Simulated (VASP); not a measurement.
# InP (F-43m) in VASP: further runs, part 2 of 2

VASP 6.6.1.

### 4 Single point, PBE0, non-collinear spin, zero start, spin-orbit coupling

This run uses another cell than the first one, of 25.17 Å³/atom.

POSCAR reads:

```
InP
1.0
    0.0000000000      2.9305000000      2.9305000000
    2.9305000000      0.0000000000      2.9305000000
    2.9305000000      2.9305000000      0.0000000000
In P
1 1
Direct
    0.0000000000      0.0000000000      0.0000000000
    0.2500000000      0.2500000000      0.2500000000
```

INCAR.step1 reads:

```
ALGO = Normal
EDIFF = 1E-5
ENCUT = 400
GGA = PE
GGA_COMPAT = False
ISIF = 2
ISMEAR = 0
KPAR = 4
LASPH = True
LCHARG = False
LORBIT = 11
LORBMOM = True
LREAL = False
LSORBIT = True
LWAVE = True
MAGMOM = 0 0 0 0 0 0
NBANDS = 30
NELM = 200
PREC = Accurate
SIGMA = 0.02
```

INCAR.step2 reads:

```
AEXX = 0.25
ALGO = Normal
EDIFF = 1E-6
ENCUT = 400
GGA = PE
GGA_COMPAT = False
ISIF = 2
ISMEAR = 0
ISTART = 1
KPAR = 4
LASPH = True
LCHARG = False
LHFCALC = True
LORBIT = 11
LORBMOM = True
LREAL = False
LSORBIT = True
LWAVE = False
MAGMOM = 0 0 0 0 0 0
NBANDS = 30
NELM = 200
PREC = Accurate
PRECFOCK = Normal
SIGMA = 0.02
```

KPOINTS reads:

```
k-points
0
Gamma
  5 5 5
```

Potentials or basis: VASP PAW PBE potentials, release 64 (In_d, P).

The run is started by

```console
> cat potpaw_PBE.64/In_d/POTCAR potpaw_PBE.64/P/POTCAR > POTCAR
> cp INCAR.step1 INCAR
> mpirun -np 4 vasp_ncl > vasp.out
> cp INCAR.step2 INCAR
> mpirun -np 4 vasp_ncl > vasp.out
```

OUTCAR:

```text
AEXX = 0.25
   EDIFF = 1E-6
   ENCUT = 400
   GGA = PE
   ISIF = 2
   ISMEAR = 0
   ISTART = 1
   LASPH = True
   LHFCALC = True
   LORBIT = 11
   LREAL = False
   LSORBIT = True
   NELM = 200
   PREC = Accurate
   PRECFOCK = Normal

 ion  position               nearest neighbor table
   1  0.000  0.000  0.000-   2 2.54   2 2.54   2 2.54   2 2.54
   2  0.250  0.250  0.250-   1 2.54   1 2.54   1 2.54   1 2.54

  LATTYP: Found a face centered cubic cell.
 ALAT       =     5.8610000000

  Lattice vectors:

 A1 = (   0.0000000000,   2.9305000000,   2.9305000000)
 A2 = (   2.9305000000,   0.0000000000,   2.9305000000)
 A3 = (   2.9305000000,   2.9305000000,   0.0000000000)

Analysis of symmetry for initial positions (statically):
=====================================================================
 Subroutine PRICEL returns:
 Original cell was already a primitive cell.

 Routine SETGRP: Setting up the symmetry group for a
 face centered cubic supercell.

 Subroutine GETGRP returns: Found 24 space group operations
 (whereof 24 operations were pure point group operations)
 out of a pool of 48 trial point group operations.

The static configuration has the point symmetry T_d .

Analysis of symmetry for dynamics (positions and initial velocities):
=====================================================================
 Subroutine PRICEL returns:
 Original cell was already a primitive cell.

 Routine SETGRP: Setting up the symmetry group for a
 face centered cubic supercell.

 Subroutine GETGRP returns: Found 24 space group operations
 (whereof 24 operations were pure point group operations)
 out of a pool of 48 trial point group operations.

The dynamic configuration has the point symmetry T_d .

Analysis of structural, dynamic, and magnetic symmetry:
=====================================================================
 Subroutine PRICEL returns:
 Original cell was already a primitive cell.

[... 664 lines left out ...]

 # of ion     p       d       tot
 ----------------------------------------
  1        -0.000   0.000   0.000
  2        -0.000   0.000  -0.000
 ----------------------------------------
           -0.000   0.000   0.000

 orbital moment (z)

 # of ion     p       d       tot
 ----------------------------------------
  1         0.000   0.000   0.000
  2        -0.000   0.000  -0.000
 ----------------------------------------
           -0.000   0.000   0.000

 Spin-Orbit-Coupling matrix elements

 Ion:    1  E_soc:     -0.0672520
 l=   1
     0.0000000    -0.0049770    -0.0049769
    -0.0049770     0.0000000    -0.0049770
    -0.0049769    -0.0049770     0.0000000
 l=   2
     0.0000000    -0.0012817     0.0000000    -0.0012817    -0.0049500
    -0.0012817     0.0000000    -0.0037125    -0.0012817    -0.0012375
     0.0000000    -0.0037125     0.0000000    -0.0037125     0.0000000
    -0.0012817    -0.0012817    -0.0037125     0.0000000    -0.0012375
    -0.0049500    -0.0012375     0.0000000    -0.0012375     0.0000000
 l=   3
     0.0000000     0.0000000     0.0000000     0.0000000     0.0000000     0.0000000     0.0000000
     0.0000000     0.0000000     0.0000000     0.0000000     0.0000000     0.0000000     0.0000000
     0.0000000     0.0000000     0.0000000     0.0000000     0.0000000     0.0000000     0.0000000
     0.0000000     0.0000000     0.0000000     0.0000000     0.0000000     0.0000000     0.0000000
     0.0000000     0.0000000     0.0000000     0.0000000     0.0000000     0.0000000     0.0000000
     0.0000000     0.0000000     0.0000000     0.0000000     0.0000000     0.0000000     0.0000000
     0.0000000     0.0000000     0.0000000     0.0000000     0.0000000     0.0000000     0.0000000

 Ion:    2  E_soc:     -0.0010159
 l=   1
     0.0000000    -0.0001693    -0.0001693
    -0.0001693     0.0000000    -0.0001693
    -0.0001693    -0.0001693     0.0000000
 l=   2
     0.0000000     0.0000000     0.0000000     0.0000000     0.0000000
     0.0000000     0.0000000     0.0000000     0.0000000     0.0000000
     0.0000000     0.0000000     0.0000000     0.0000000     0.0000000
     0.0000000     0.0000000     0.0000000     0.0000000     0.0000000
     0.0000000     0.0000000     0.0000000     0.0000000     0.0000000
 l=   3
     0.0000000     0.0000000     0.0000000     0.0000000     0.0000000     0.0000000     0.0000000
     0.0000000     0.0000000     0.0000000     0.0000000     0.0000000     0.0000000     0.0000000
     0.0000000     0.0000000     0.0000000     0.0000000     0.0000000     0.0000000     0.0000000
     0.0000000     0.0000000     0.0000000     0.0000000     0.0000000     0.0000000     0.0000000
     0.0000000     0.0000000     0.0000000     0.0000000     0.0000000     0.0000000     0.0000000
     0.0000000     0.0000000     0.0000000     0.0000000     0.0000000     0.0000000     0.0000000
     0.0000000     0.0000000     0.0000000     0.0000000     0.0000000     0.0000000     0.0000000

 total charge

# of ion       s       p       d       tot
------------------------------------------
    1        0.841   0.792   9.917  11.551
    2        1.016   1.525   0.000   2.541
--------------------------------------------------
tot          1.857   2.317   9.917  14.092

 magnetization (x)

# of ion       s       p       d       tot
------------------------------------------
    1       -0.000   0.000  -0.000   0.000
    2        0.000  -0.000   0.000  -0.000
--------------------------------------------------
tot         -0.000  -0.000  -0.000  -0.000

 magnetization (y)

# of ion       s       p       d       tot
------------------------------------------
    1       -0.000   0.000  -0.000   0.000
    2        0.000  -0.000   0.000  -0.000
--------------------------------------------------
tot         -0.000  -0.000  -0.000  -0.000

 magnetization (z)

# of ion       s       p       d       tot
------------------------------------------
    1       -0.000  -0.000   0.000   0.000
    2        0.000  -0.000   0.000  -0.000
--------------------------------------------------
tot          0.000  -0.000   0.000  -0.000
```

Run time: 21 min. Hardware: 4 MPI ranks of Intel Xeon Platinum 8259CL at 2.50GHz (Skylake/Cascade Lake), shared host; peak memory 0.27 GiB.

Results:

- Free energy: -10.9148 eV
- Pressure: 0.9 GPa
- Net moment: 0.00 μB per cell
- Valence electrons inside the program's atomic spheres: In 11.55; P 2.54

Moments on the atoms (μB; x, y, z):
```
In  0.00 0.00 0.00
P   0.00 0.00 0.00
```

Caveat: the k points lie up to 0.37 Å⁻¹ apart; the PAW data sets were made with another functional, which shifts forces and pressure a little.

### 5 Overview

```tsv
level	spin	cell	k mesh	cutoff (eV)	smearing	gap on the mesh (eV)	pressure (GPa)
r2SCAN0	off	a = 4.172 Å, angles 60.0°, 2 atoms	4 × 4 × 4	520	fermi-dirac 0.05 eV	2.38	-1.0
r2SCAN0	off	a = 4.199 Å, angles 60.0°, 2 atoms	4 × 4 × 4	520	fermi-dirac 0.05 eV	2.25	-2.4
PBE0	non-collinear, zero start, SOC	a = 4.144 Å, angles 60.0°, 2 atoms	5 × 5 × 5	400	gaussian 0.02 eV	-	0.9
```

Alike in all rows: task single point; potentials or basis VASP PAW PBE potentials, release 64 (In_d, P).

Caveats: all runs use coarse meshes; the PAW data sets were made with another functional, which shifts forces and pressure a little; spin-orbit coupling is left out, which moves the levels of the heavy elements (at least some runs).

Total energies depend on the potentials used, so only differences within one code and one set of settings carry meaning.
